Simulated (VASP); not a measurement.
# Si2Mo (C2/m) in VASP: single point with PBEsol

Aim: the single point of Si2Mo with PBEsol.

Everything below comes from runs of VASP 6.6.1. Logs are shortened: lines on timing, memory, paths and dates and some standing lists are left out, and cuts for length are marked.

## Step 1: The cell of the first run

It takes space group C2/m (No. 12, monoclinic). Conventional cell: a = 8.447 Å, b = 3.190 Å, c = 3.190 Å, α = 90.00°, β = 112.19°, γ = 90.00°. Within 3.2 Å of Si (site symmetry m) lie 9 Si at 2.42 to 3.19 Å and 5 Mo at 2.49 to 2.71 Å. Mo (site symmetry 2/m) has 10 Si at 2.49 to 2.71 Å and 4 Mo at 3.19 Å within 3.3 Å.

## Step 2: Single point, PBEsol (atoms displaced along a vibrational mode)

Contents of INCAR:

```
ALGO = Normal
EDIFF = 1E-7
ENCUT = 520
GGA = PS
ISIF = 2
ISMEAR = 0
LASPH = T
LCHARG = F
LREAL = F
LWAVE = F
NBANDS = 18
NELM = 80
PREC = Accurate
SIGMA = 0.15
```

Contents of KPOINTS:

```
k-points
0
Gamma
  20 20 20
```

Contents of POSCAR:

```
Si2Mo
1.0
   -1.5950350805      1.5950350805      3.9106920000
    1.5950350805     -1.5950350805      3.9106920000
    1.5950350805      1.5950350805     -3.9106920000
Si Mo
2 1
Direct
    0.3350596655      0.2802019379     -0.0548577276
    0.6649403345      0.7197980621      0.0548577276
    0.0000000000      0.0000000000      0.0000000000
```

Potentials or basis: VASP PAW PBE potentials, release 64 (Si, Mo_sv).

Command:

```
> cat potpaw_PBE.64/Si/POTCAR potpaw_PBE.64/Mo_sv/POTCAR > POTCAR
> mpirun -np 1 vasp_std > vasp.out
```

OUTCAR:

```text
EDIFF = 1E-7
   ENCUT = 520
   GGA = PS
   ISIF = 2
   ISMEAR = 0
   LASPH = T
   LREAL = F
   NELM = 80
   PREC = Accurate

 ion  position               nearest neighbor table
   1  0.335  0.280  0.945-   2 2.42   2 2.42   3 2.49   3 2.49   2 2.60   3 2.63   3 2.71   3 2.71
                             2 2.85   2 2.85
   2  0.665  0.720  0.055-   1 2.42   1 2.42   3 2.49   3 2.49   1 2.60   3 2.63   3 2.71   3 2.71
                             1 2.85   1 2.85
   3  0.000  0.000  0.000-   1 2.49   2 2.49   2 2.49   1 2.49   1 2.63   2 2.63   1 2.71   2 2.71
                             2 2.71   1 2.71

  LATTYP: Found a body centered tetragonal cell.
 ALAT       =     3.1900701610
 C/A-ratio  =     2.4517905893

  Lattice vectors:

 A1 = (  -1.5950350805,   1.5950350805,   3.9106920000)
 A2 = (   1.5950350805,  -1.5950350805,   3.9106920000)
 A3 = (   1.5950350805,   1.5950350805,  -3.9106920000)

Analysis of symmetry for initial positions (statically):
=====================================================================
 Subroutine PRICEL returns:
 Original cell was already a primitive cell.

 Routine SETGRP: Setting up the symmetry group for a
 body centered tetragonal supercell.

 Subroutine GETGRP returns: Found  4 space group operations
 (whereof  4 operations were pure point group operations)
 out of a pool of 16 trial point group operations.

The static configuration has the point symmetry C_2h.

Analysis of symmetry for dynamics (positions and initial velocities):
=====================================================================
 Subroutine PRICEL returns:
 Original cell was already a primitive cell.

 Routine SETGRP: Setting up the symmetry group for a
 body centered tetragonal supercell.

 Subroutine GETGRP returns: Found  4 space group operations
 (whereof  4 operations were pure point group operations)
 out of a pool of 16 trial point group operations.

The dynamic configuration has the point symmetry C_2h.

 Subroutine INISYM returns: Found  4 space group operations
 (whereof  4 operations are pure point group operations),
 and found     1 'primitive' translations

----------------------------------------------------------------------------------------

                                     Primitive cell

  volume of cell :      39.7973

  direct lattice vectors                    reciprocal lattice vectors
    -1.595035080  1.595035080  3.910692000     0.000000000  0.313472729  0.127854610
     1.595035080 -1.595035080  3.910692000     0.313472729  0.000000000  0.127854610
     1.595035080  1.595035080 -3.910692000     0.313472729  0.313472729  0.000000000

  length of vectors
     4.514619113  4.514619113  4.514619113     0.338543872  0.338543872  0.443317385

  position of ions in fractional coordinates (direct lattice)
     0.335059665  0.280201938  0.945142272
     0.664940335  0.719798062  0.054857728
     0.000000000  0.000000000  0.000000000

  ion indices of the primitive-cell ions
   primitive index   ion index
                 1           1
                 2           2
                 3           3

----------------------------------------------------------------------------------------

 KPOINTS: k-points

Automatic generation of k-mesh.
 Grid dimensions read from file:
 generate k-points for:   20   20   20

 Generating k-lattice:

  Cartesian coordinates                     Fractional coordinates (reciprocal lattice)
     0.000000000  0.015673636  0.006392730     0.050000000  0.000000000 -0.000000000
     0.015673636  0.000000000  0.006392730     0.000000000  0.050000000 -0.000000000
     0.015673636  0.015673636  0.000000000     0.000000000  0.000000000  0.050000000

  Length of vectors
     0.016927194  0.016927194  0.022165869

  Shift w.r.t. Gamma in fractional coordinates (k-lattice)
     0.000000000  0.000000000  0.000000000

 Subroutine IBZKPT returns following result:
 ===========================================

 Found   2112 irreducible k-points:

 Following reciprocal coordinates:
            Coordinates               Weight
  0.000000  0.000000  0.000000      1.000000
  0.050000  0.000000 -0.000000      4.000000
  0.000000  0.050000 -0.000000      2.000000
  0.050000  0.000000 -0.050000      2.000000
  0.100000  0.000000 -0.000000      4.000000
  0.000000  0.100000 -0.000000      2.000000
[... 16 lines left out ...]
  0.400000  0.000000 -0.000000      4.000000
  0.000000  0.400000 -0.000000      2.000000
 [... further k-points ...]
   k-points           NKPTS =   2112   k-points in BZ     NKDIM =   2112   number of bands    NBANDS=     18
   number of dos      NEDOS =    301   number of ions     NIONS =      3
   total plane-waves  NPLWV =  46656
   dimension x,y,z NGX =    36 NGY =   36 NGZ =   36
   dimension x,y,z NGXF=    72 NGYF=   72 NGZF=   72
   ions per type =               2   1
   NGX,Y,Z   is equivalent  to a cutoff of  13.26, 13.26, 13.26 a.u.
   NGXF,Y,Z  is equivalent  to a cutoff of  26.51, 26.51, 26.51 a.u.
 SYSTEM =  unknown system
   PREC   = accura    normal or accurate (medium, high low for compatibility)
   ISTART =      0    job   : 0-new  1-cont  2-samecut
   ICHARG =      2    charge: 1-file 2-atom 10-const
   ISPIN  =      1    spin polarized calculation?
   LNONCOLLINEAR =      F non collinear calculations
   LSORBIT =      F    spin-orbit coupling
   LASPH  =      T    aspherical Exc in radial PAW
   ENCUT  =  520.0 eV  38.22 Ry    6.18 a.u.   8.39  8.39  8.39*2*pi/ulx,y,z
   NELM   =     80;   NELMIN=  2; NELMDL= -5     # of ELM steps
   EDIFF  = 0.1E-06   stopping-criterion for ELM
   LREAL  =      F    real-space projection
   EDIFFG = 0.1E-05   stopping-criterion for IOM
   NSW    =      0    number of steps for IOM
   IBRION =     -1    ionic relax: 0-MD 1-quasi-New 2-CG
   NFREE  =      0    steps in history (QN), initial steepest desc. (CG)
   ISIF   =      2    stress and relaxation
   ISYM   =      2    0-nonsym 1-usesym 2-fastsym
   POTIM  = 0.5000    time-step for ionic-motion
   TEBEG  =    0.0;   TEEND  =   0.0 temperature during run
   PSTRESS=    0.0 pullay stress
   NELECT =      22.0000    total number of electrons
   NUPDOWN=      -1.0000    fix difference up-down
   EMIN   =  10.00;   EMAX   =-10.00  energy-range for DOS
   EFERMI =   0.00;   METHOD = LEGACY
   ISMEAR =     0;   SIGMA  =   0.15  broadening in eV -4-tet -1-fermi 0-gaus
   EFERMI_NEDOS =   21; number of points for ismear=-14 and -15
   IALGO  =     38    algorithm
   IMIX   =      4    mixing-type and parameters
     AMIX     =   0.40;   BMIX     =  1.00
     AMIX_MAG =   1.60;   BMIX_MAG =  1.00
  volume/ion in A,a.u.               =      13.27        89.52
  Fermi-wavevector in a.u.,A,eV,Ry     =   1.343583  2.539003 24.561430  1.805214
  Thomas-Fermi vector in A             =   2.471645
   LORBIT       =      0    0 simple, 1 ext, 2 COOP (PROOUT), +10 PAW based schemes
   GGA     = PS    functional components
   LHFCALC =     F    Hartree Fock is set to
   AEXX    =    0.0000 exact exchange contribution
   IVDW    =     0    specifies the selected vdW correction
   LEPSILON=     F    determine dielectric tensor
   LRPA    =     F    only Hartree local field effects (RPA)
 non-spin polarized calculation
 Gauss-broadening in eV      SIGMA  =   0.15
  energy-cutoff  :      520.00
  volume of cell :       39.80
 maximum number of plane-waves:      1104
 NGX is ok and might be reduce to    36
   NGX = 17   NGY = 17   NGZ = 17

 number of electron      22.0000000 magnetization

 Free energy of the ion-electron system (eV)
  ---------------------------------------------------
  ext. energy  EPLUGINS =         0.00000000
  ---------------------------------------------------
  free energy    TOTEN  =       -24.72696230 eV

  energy without entropy =      -24.72395434  energy(sigma->0) =      -24.72545832

 E-fermi :  12.3759     XC(G=0): -12.5480

 val. band max:       12.3724182062   @ k =  -0.3500  -0.3000   0.3500
 cond. band min:      12.3796710619   @ k =  -0.0500  -0.1500   0.0500
 fundamental gap:      0.0072528557
 Fermi energy:        12.3759396445

 k-point     1 :       0.0000    0.0000    0.0000
  band No.  band energies     occupation
      1     -48.2759      2.00000
      2     -22.5434      2.00000
      3     -22.4016      2.00000
      4     -22.3093      2.00000
      5      -1.2341      2.00000
      6       5.8284      2.00000
[... 10 lines left out ...]
     17      17.3661      0.00000
     18      17.8414      0.00000

 k-point     2 :       0.0500    0.0000   -0.0000
  band No.  band energies     occupation
      1     -48.2754      2.00000
      2     -22.5429      2.00000
      3     -22.4084      2.00000
      4     -22.3087      2.00000
      5      -1.1879      2.00000
      6       5.8346      2.00000
[... 10 lines left out ...]
     17      17.6760      0.00000
     18      17.9101      0.00000

 k-point     3 :       0.0000    0.0500   -0.0000
  band No.  band energies     occupation
      1     -48.2754      2.00000
      2     -22.5446      2.00000
      3     -22.4009      2.00000
      4     -22.3143      2.00000
      5      -1.1900      2.00000
      6       5.8203      2.00000
[... 10 lines left out ...]
     17      17.3930      0.00000
     18      18.2107      0.00000

 k-point     4 :       0.0500    0.0000   -0.0500
  band No.  band energies     occupation
      1     -48.2754      2.00000
      2     -22.5450      2.00000
      3     -22.4009      2.00000
      4     -22.3141      2.00000
      5      -1.1878      2.00000
      6       5.8444      2.00000
[... 375 lines left out ...]
      4     -22.3814      2.00000
      5       0.8520      2.00000
      6       4.9849      2.00000
[... 10 lines left out ...]
     17      19.8782      0.00000
     18      20.7159      0.00000

 k-point    23 :       0.4000    0.0000   -0.0000
  band No.  band energies     occupation
      1     -48.2579      2.00000
      2     -22.6495      2.00000
      3     -22.5221      2.00000
      4     -22.2881      2.00000
      5       1.4286      2.00000
      6       3.9389      2.00000
[... 10 lines left out ...]
     17      18.9977      0.00000
     18      20.8808      0.00000

 k-point    24 :       0.0000    0.4000   -0.0000
  band No.  band energies     occupation
      1     -48.2582      2.00000
      2     -22.6589      2.00000
      3     -22.4173      2.00000
      4     -22.3785      2.00000
      5       1.1875      2.00000
      6       4.0170      2.00000
[... 10 lines left out ...]
     17      18.4001      0.00000
     18      20.2577      0.00000

 [... further k-points ...]

------------------------ aborting loop because EDIFF is reached ----------------------------------------

  FORCE on cell =-STRESS in cart. coord.  units (eV):
  Direction    XX          YY          ZZ          XY          YZ          ZX
  --------------------------------------------------------------------------------------
  -------------------------------------------------------------------------------------
  Total        0.5807644      1.7946161      0.9905974      0.0000000      0.0000000     -0.5771887
  in kB       23.3806466     72.2483707     39.8798642      0.0000000      0.0000000    -23.2366913
  external PRESSURE =      45.1696272 kB  Pullay stress =       0.0000000 kB

 VOLUME and BASIS-vectors are now :
 -----------------------------------------------------------------------------
  energy-cutoff  :      520.00
  volume of cell :       39.80
      direct lattice vectors                 reciprocal lattice vectors
    -1.595035080  1.595035080  3.910692000     0.000000000  0.313472729  0.127854610
     1.595035080 -1.595035080  3.910692000     0.313472729  0.000000000  0.127854610
     1.595035080  1.595035080 -3.910692000     0.313472729  0.313472729  0.000000000

 POSITION                                       TOTAL-FORCE (eV/Angst)
 -----------------------------------------------------------------------------------
      1.42004      1.59504     -1.29006         2.023861      0.000000      0.266294
      0.17500      0.00000      5.20075        -2.023861      0.000000     -0.266294
      0.00000      0.00000      0.00000        -0.000000     -0.000000      0.000000
 -----------------------------------------------------------------------------------
    total drift:                               -0.000000     -0.000000      0.000000

  FREE ENERGIE OF THE ION-ELECTRON SYSTEM (eV)
  ---------------------------------------------------
  free  energy   TOTEN  =       -24.7269622982 eV

  energy  without entropy=      -24.7239543355  energy(sigma->0) =      -24.72545832
```

It took 12 min on 1 thread of Intel Xeon 6975P-C (Granite Rapids), shared host; peak memory 1.4 GiB.

What came out:

```
Free energy            : -24.7270 eV
Pressure               : 4.5 GPa
Largest force          : 2.041 eV/Å
Band gap on the k mesh : zero (bands 11 and 12 overlap by 0.91 eV)
```

Forces on the atoms (eV/Å):
```
Si   2.024  0.000  0.266
Si  -2.024  0.000 -0.266
Mo   0.000  0.000  0.000
```

Caveat: the cell differs from its parent crystal (atoms displaced along a vibrational mode); the cell stands under pressure; the PAW data sets were made with another functional, which shifts forces and pressure a little.
